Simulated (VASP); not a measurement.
# Zn2SnN3 (R-3m) in VASP: further runs

Zn2SnN3 is run at these levels: PBE; tasks: relaxation of cell and atoms.

Everything below comes from runs of VASP 6.6.1. Logs are shortened: lines on timing, memory, paths and dates and some standing lists are left out, and cuts for length are marked.

## (1) The cell of the first run

The structure is trigonal, space group R-3m (No. 166). Conventional cell: a = 5.161 Å, b = 5.161 Å, c = 12.292 Å, α = 90.00°, β = 90.00°, γ = 120.00°. Zn (site symmetry 3m) has 1 N at 1.52 Å within 2.0 Å. Within 3.1 Å of Sn (site symmetry -3m) lie 2 N at 2.37 Å and 6 Zn at 3.03 Å. Within 3.3 Å of N (site symmetry 3m) lie 4 Zn at 2.26 to 3.21 Å and 1 Sn at 2.37 Å and 6 N at 3.00 to 3.05 Å. Within 2.0 Å of N (site symmetry -3m) lie 2 Zn at 1.52 Å.

The cell was generated, and may not be a known phase.

## (2) Relaxation of cell and atoms, PBE

Input file INCAR:

```
SYSTEM = Zn2SnN3
PREC = Accurate
ENCUT = 600
EDIFF = 1E-6
ISMEAR = 0
SIGMA = 0.1
LREAL = .False.
LASPH = .True.
NELM = 100
ALGO = Normal
ISIF = 3
LWAVE = .False.
LCHARG = .False.
GGA = PE
IBRION = 2
NSW = 90
EDIFFG = -0.04
```

Input file KPOINTS:

```
Automatic mesh
0
Gamma
  6 6 6
  0 0 0
```

Input file POSCAR:

```
Zn2SnN3
1.0
    2.5803106500      1.4897430500      4.0974077400
   -2.5803106500      1.4897430500      4.0974077400
    0.0000000000     -2.9794860900      4.0974077400
Zn Sn N
2 1 3
Direct
    0.3765683900      0.3765683900      0.3765683900
    0.6234316100      0.6234316100      0.6234316100
    0.0000000000      0.0000000000      0.0000000000
    0.8070374700      0.8070374700      0.8070374700
    0.1929625300      0.1929625300      0.1929625300
    0.5000000000      0.5000000000      0.5000000000
```

Potentials or basis: VASP PAW PBE potentials, release 64 (Zn, Sn_d, N).

Run with:

```bash
$ cat potpaw_PBE.64/Zn/POTCAR potpaw_PBE.64/Sn_d/POTCAR potpaw_PBE.64/N/POTCAR > POTCAR
$ mpirun -np 1 vasp_std > vasp.out
```

OUTCAR:

```text
SYSTEM = Zn2SnN3
   PREC = Accurate
   ENCUT = 600
   EDIFF = 1E-6
   ISMEAR = 0
   LREAL = .False.
   LASPH = .True.
   NELM = 100
   ISIF = 3
   GGA = PE
   IBRION = 2
   NSW = 90
   EDIFFG = -0.04

 ion  position               nearest neighbor table
   1  0.377  0.377  0.377-   6 1.52   5 2.26   3 3.03   3 3.03   3 3.03   2 3.03
   2  0.623  0.623  0.623-   6 1.52   4 2.26   3 3.03   3 3.03   3 3.03   1 3.03
   3  0.000  0.000  0.000-   4 2.37   5 2.37   2 3.03   1 3.03   2 3.03   2 3.03   1 3.03   1 3.03

   4  0.807  0.807  0.807-   2 2.26   3 2.37
   5  0.193  0.193  0.193-   1 2.26   3 2.37
   6  0.500  0.500  0.500-   1 1.52   2 1.52

  LATTYP: Found a trigonal (rhomboedric) cell.
 ALAT       =     5.0661709005
 COS(alpha) =     0.4811828623

  Lattice vectors:

 A1 = (   2.5803106500,   1.4897430500,   4.0974077400)
 A2 = (  -2.5803106500,   1.4897430500,   4.0974077400)
 A3 = (   0.0000000000,  -2.9794860900,   4.0974077400)

Analysis of symmetry for initial positions (statically):
=====================================================================
 Subroutine PRICEL returns:
 Original cell was already a primitive cell.

 Routine SETGRP: Setting up the symmetry group for a
 trigonal (rhombohedral) supercell.

 Subroutine GETGRP returns: Found 12 space group operations
 (whereof 12 operations were pure point group operations)
 out of a pool of 12 trial point group operations.

The static configuration has the point symmetry D_3d.

Analysis of symmetry for dynamics (positions and initial velocities):
=====================================================================
 Subroutine PRICEL returns:
 Original cell was already a primitive cell.

 Routine SETGRP: Setting up the symmetry group for a
 trigonal (rhombohedral) supercell.

 Subroutine GETGRP returns: Found 12 space group operations
 (whereof 12 operations were pure point group operations)
 out of a pool of 12 trial point group operations.

The dynamic configuration has the point symmetry D_3d.

 Subroutine INISYM returns: Found 12 space group operations
 (whereof 12 operations are pure point group operations),
 and found     1 'primitive' translations

----------------------------------------------------------------------------------------

                                     Primitive cell

  volume of cell :      94.5026

  direct lattice vectors                    reciprocal lattice vectors
     2.580310650  1.489743050  4.097407740     0.193775118  0.111876117  0.081352249
    -2.580310650  1.489743050  4.097407740    -0.193775118  0.111876117  0.081352249
     0.000000000 -2.979486090  4.097407740     0.000000000 -0.223752233  0.081352249

  length of vectors
     5.066170901  5.066170901  5.066170896     0.238082444  0.238082444  0.238082444

  position of ions in fractional coordinates (direct lattice)
     0.376568390  0.376568390  0.376568390
     0.623431610  0.623431610  0.623431610
     0.000000000  0.000000000  0.000000000
     0.807037470  0.807037470  0.807037470
     0.192962530  0.192962530  0.192962530
     0.500000000  0.500000000  0.500000000

  ion indices of the primitive-cell ions
   primitive index   ion index
                 1           1
                 2           2
                 3           3
                 4           4
                 5           5
                 6           6

----------------------------------------------------------------------------------------

 KPOINTS: Automatic mesh

Automatic generation of k-mesh.
 Grid dimensions read from file:
 generate k-points for:    6    6    6

 Generating k-lattice:

  Cartesian coordinates                     Fractional coordinates (reciprocal lattice)
     0.032295853  0.018646019  0.013558708     0.166666667 -0.000000000  0.000000000
    -0.032295853  0.018646019  0.013558708    -0.000000000  0.166666667  0.000000000
     0.000000000 -0.037292039  0.013558708     0.000000000  0.000000000  0.166666667

  Length of vectors
     0.039680407  0.039680407  0.039680407

  Shift w.r.t. Gamma in fractional coordinates (k-lattice)
     0.000000000  0.000000000  0.000000000

 Subroutine IBZKPT returns following result:
 ===========================================

 Found     32 irreducible k-points:

 Following reciprocal coordinates:
            Coordinates               Weight
  0.000000  0.000000  0.000000      1.000000
  0.166667  0.000000 -0.000000      6.000000
  0.333333  0.000000 -0.000000      6.000000
  0.500000  0.000000 -0.000000      3.000000
  0.166667  0.166667 -0.000000      6.000000
  0.333333  0.166667  0.000000     12.000000
[... 16 lines left out ...]
  0.500000  0.500000  0.166667      6.000000
 -0.333333  0.500000  0.166667     12.000000
 [... further k-points ...]
   k-points           NKPTS =     32   k-points in BZ     NKDIM =     32   number of bands    NBANDS=     31
   number of dos      NEDOS =    301   number of ions     NIONS =      6
   total plane-waves  NPLWV =  64000
   dimension x,y,z NGX =    40 NGY =   40 NGZ =   40
   dimension x,y,z NGXF=    80 NGYF=   80 NGZF=   80
   ions per type =               2   1   3
   NGX,Y,Z   is equivalent  to a cutoff of  13.13, 13.13, 13.13 a.u.
   NGXF,Y,Z  is equivalent  to a cutoff of  26.25, 26.25, 26.25 a.u.
 SYSTEM =  Zn2SnN3
   PREC   = accura    normal or accurate (medium, high low for compatibility)
   ISTART =      0    job   : 0-new  1-cont  2-samecut
   ICHARG =      2    charge: 1-file 2-atom 10-const
   ISPIN  =      1    spin polarized calculation?
   LNONCOLLINEAR =      F non collinear calculations
   LSORBIT =      F    spin-orbit coupling
   LASPH  =      T    aspherical Exc in radial PAW
   ENCUT  =  600.0 eV  44.10 Ry    6.64 a.u.  10.12 10.12 10.12*2*pi/ulx,y,z
   NELM   =    100;   NELMIN=  2; NELMDL= -5     # of ELM steps
   EDIFF  = 0.1E-05   stopping-criterion for ELM
   LREAL  =      F    real-space projection
   EDIFFG = -.4E-01   stopping-criterion for IOM
   NSW    =     90    number of steps for IOM
   IBRION =      2    ionic relax: 0-MD 1-quasi-New 2-CG
   NFREE  =      1    steps in history (QN), initial steepest desc. (CG)
   ISIF   =      3    stress and relaxation
   ISYM   =      2    0-nonsym 1-usesym 2-fastsym
   POTIM  = 0.5000    time-step for ionic-motion
   TEBEG  =    0.0;   TEEND  =   0.0 temperature during run
   PSTRESS=    0.0 pullay stress
   NELECT =      53.0000    total number of electrons
   NUPDOWN=      -1.0000    fix difference up-down
   EMIN   =  10.00;   EMAX   =-10.00  energy-range for DOS
   EFERMI =   0.00;   METHOD = LEGACY
   ISMEAR =     0;   SIGMA  =   0.10  broadening in eV -4-tet -1-fermi 0-gaus
   EFERMI_NEDOS =   21; number of points for ismear=-14 and -15
   IALGO  =     38    algorithm
   IMIX   =      4    mixing-type and parameters
     AMIX     =   0.40;   BMIX     =  1.00
     AMIX_MAG =   1.60;   BMIX_MAG =  1.00
  volume/ion in A,a.u.               =      15.75       106.29
  Fermi-wavevector in a.u.,A,eV,Ry     =   1.350057  2.551238 24.798721  1.822655
  Thomas-Fermi vector in A             =   2.477593
   LORBIT       =      0    0 simple, 1 ext, 2 COOP (PROOUT), +10 PAW based schemes
   GGA     = PE    functional components
   LHFCALC =     F    Hartree Fock is set to
   AEXX    =    0.0000 exact exchange contribution
   IVDW    =     0    specifies the selected vdW correction
   LEPSILON=     F    determine dielectric tensor
   LRPA    =     F    only Hartree local field effects (RPA)
 conjugate gradient relaxation of ions
 non-spin polarized calculation
 Gauss-broadening in eV      SIGMA  =   0.10
  energy-cutoff  :      600.00
  volume of cell :       94.50
 maximum number of plane-waves:      3173
   NGX = 21   NGY = 21   NGZ = 21

--------------------------------------- Ionic step        1  -------------------------------------------

 number of electron      53.0000009 magnetization

 Free energy of the ion-electron system (eV)
  ---------------------------------------------------
  ext. energy  EPLUGINS =         0.00000000
  ---------------------------------------------------
  free energy    TOTEN  =       -17.39428670 eV

  energy without entropy =      -17.36104820  energy(sigma->0) =      -17.37766745

------------------------ aborting loop because EDIFF is reached ----------------------------------------

  FORCE on cell =-STRESS in cart. coord.  units (eV):
  Direction    XX          YY          ZZ          XY          YZ          ZX
  --------------------------------------------------------------------------------------
  -------------------------------------------------------------------------------------
  Total        0.0515580      0.0515580     21.8023062      0.0000000      0.0000000     -0.0000000
  in kB        0.8741038      0.8741038    369.6317107      0.0000000      0.0000003     -0.0000000
  external PRESSURE =     123.7933061 kB  Pullay stress =       0.0000000 kB
[... 101 lines left out ...]
  FREE ENERGIE OF THE ION-ELECTRON SYSTEM (eV)
  ---------------------------------------------------
  free  energy   TOTEN  =       -18.6834330711 eV

  energy  without entropy=      -18.6493206626  energy(sigma->0) =      -18.66637687

 E-fermi :   2.6138     XC(G=0): -10.1784

 val. band max:        2.6019692954   @ k =  -0.3333   0.1667   0.1667
 cond. band min:       2.6215691823   @ k =   0.5000   0.5000   0.1667
 fundamental gap:      0.0195998869
 Fermi energy:         2.6138353481

 k-point     1 :       0.0000    0.0000    0.0000
  band No.  band energies     occupation
      1     -18.7238      2.00000
      2     -18.7238      2.00000
      3     -18.5762      2.00000
      4     -18.5534      2.00000
      5     -18.5534      2.00000
      6     -11.9374      2.00000
[... 805 lines left out ...]
     30       4.8695      0.00000
     31       7.0370      0.00000

 [... further k-points ...]

[... ionic steps 4 to 46 ...]

--------------------------------------- Ionic step       47  -------------------------------------------

 number of electron      52.9999975 magnetization

------------------------ aborting loop because EDIFF is reached ----------------------------------------
[... 75 lines left out ...]
--------------------------------------- Ionic step       49  -------------------------------------------

 number of electron      52.9999978 magnetization

 Free energy of the ion-electron system (eV)
  ---------------------------------------------------
  ext. energy  EPLUGINS =         0.00000000
  ---------------------------------------------------
  free energy    TOTEN  =       -22.66029321 eV

  energy without entropy =      -22.63398588  energy(sigma->0) =      -22.64713954

 E-fermi :   0.9079     XC(G=0):  -8.6136

 val. band max:        0.8677458235   @ k =   0.3333   0.3333  -0.0000
 cond. band min:       0.9103052209   @ k =  -0.3333   0.5000   0.3333
 fundamental gap:      0.0425593974
 Fermi energy:         0.9079338267

 k-point     1 :       0.0000    0.0000    0.0000
  band No.  band energies     occupation
      1     -21.4409      2.00000
      2     -20.9988      2.00000
      3     -20.9988      2.00000
      4     -20.7287      2.00000
      5     -20.7287      2.00000
      6     -13.2805      2.00000
[... 805 lines left out ...]
     30       3.7967      0.00000
     31       5.1723      0.00000

 [... further k-points ...]

------------------------ aborting loop because EDIFF is reached ----------------------------------------

  FORCE on cell =-STRESS in cart. coord.  units (eV):
  Direction    XX          YY          ZZ          XY          YZ          ZX
  --------------------------------------------------------------------------------------
  -------------------------------------------------------------------------------------
  Total       -0.0019316     -0.0019316      0.1856044      0.0000000      0.0000000      0.0000000
  in kB       -0.0245235     -0.0245235      2.3563983      0.0000000      0.0000000      0.0000000
  external PRESSURE =       0.7691171 kB  Pullay stress =       0.0000000 kB
[... 21 lines left out ...]
  FREE ENERGIE OF THE ION-ELECTRON SYSTEM (eV)
  ---------------------------------------------------
  free  energy   TOTEN  =       -22.6602932053 eV

  energy  without entropy=      -22.6339858821  energy(sigma->0) =      -22.64713954

 reached required accuracy - stopping structural energy minimisation
```

Run time: 29 min. Hardware: 1 thread of AMD EPYC 9R45 (Zen 5), shared host; peak memory 0.3 GiB.

What came out:

```yaml
Free_energy: -22.6603 eV
Relaxed_volume: 21.03 Å³/atom
Relaxed_cell: a = 5.136 Å, b = 5.136 Å, c = 5.136 Å, α = 76.83°, β = 76.83°, γ = 76.83°
Space_group_after_relaxing_to_0.1_Å: R-3m (No. 166)
Energy_gained_by_relaxing: 877.7 meV/atom
Ionic_steps: 49
Pressure_after_relaxing: 0.1 GPa
Largest_force_after_relaxing: 0.012 eV/Å
Band_gap_on_the_k_mesh: zero (an odd number of electrons rules out a gap without spin polarisation)
```

Forces on the atoms (eV/Å):
```
Zn   0.000  0.000  0.012
Zn   0.000  0.000 -0.012
Sn   0.000  0.000  0.000
N    0.000  0.000 -0.012
N    0.000  0.000  0.012
N    0.000  0.000  0.000
```

Stress tensor (GPa, compression positive):
```
0.00 0.00 0.00
0.00 0.00 0.00
0.00 0.00 0.24
```

The path:
```
step  energy change (eV)  largest force (eV/Å)  pressure (GPa)  volume (Å³)
   1              0.0000               13.6369           12.38        94.50
   3             -1.2891                1.5741          -10.85       107.61
   5             -2.9785                1.7112          -10.14        99.83
   7             -3.0206                1.8077           -8.93        99.01
   9             -3.9794                0.4145           -0.20        91.95
  11             -4.0211                0.6285            1.39        91.95
  13             -4.0513                0.2644            1.36        93.21
  15             -4.0860                0.4315            1.07        96.48
  17             -4.1028                0.0555           -0.93       100.03
  19             -4.1432                0.2783           -0.66       103.06
  21             -5.1481                0.6806            4.08       115.95
  23             -5.1479                0.6193            4.47       116.25
  25             -5.1492                0.6237            4.68       116.64
  27             -5.1559                0.6037            4.55       116.82
  29             -5.1828                0.5161            3.91       117.61
  31             -5.2469                0.2089            1.53       120.82
  33             -5.2543                0.3728            0.44       122.54
  35             -5.2557                0.2917            0.40       122.55
  37             -5.2576                0.3555            0.00       123.68
  39             -5.2605                0.1653            0.23       123.43
  41             -5.2632                0.1150            0.54       124.22
  43             -5.2650                0.1167            0.13       125.22
  45             -5.2656                0.0759            0.00       125.69
  47             -5.2659                0.0398           -0.08       126.10
  49             -5.2660                0.0120            0.08       126.20
```

Final structure:
```
Zn Sn N
1.0
     3.19110    1.84238    3.57749
    -3.19110    1.84238    3.57749
     0.00000   -3.68477    3.57749
Zn Sn N
2 1 3
Direct
  0.33709 0.33709 0.33709
  0.66291 0.66291 0.66291
  0.00000 0.00000 0.00000
  0.82749 0.82749 0.82749
  0.17251 0.17251 0.17251
  0.50000 0.50000 0.50000
```

Caveat: the volume moved by over 15 % at a fixed basis, so the end points are rough; spin-orbit coupling is left out, which moves the levels of the heavy elements; an odd number of electrons without spin polarisation forces a metal; a magnetic or distorted state may lie lower.

(Part 1 of 2 ends here.)

The gap in the log of VASP goes by the Fermi energy; the results here count the filled bands.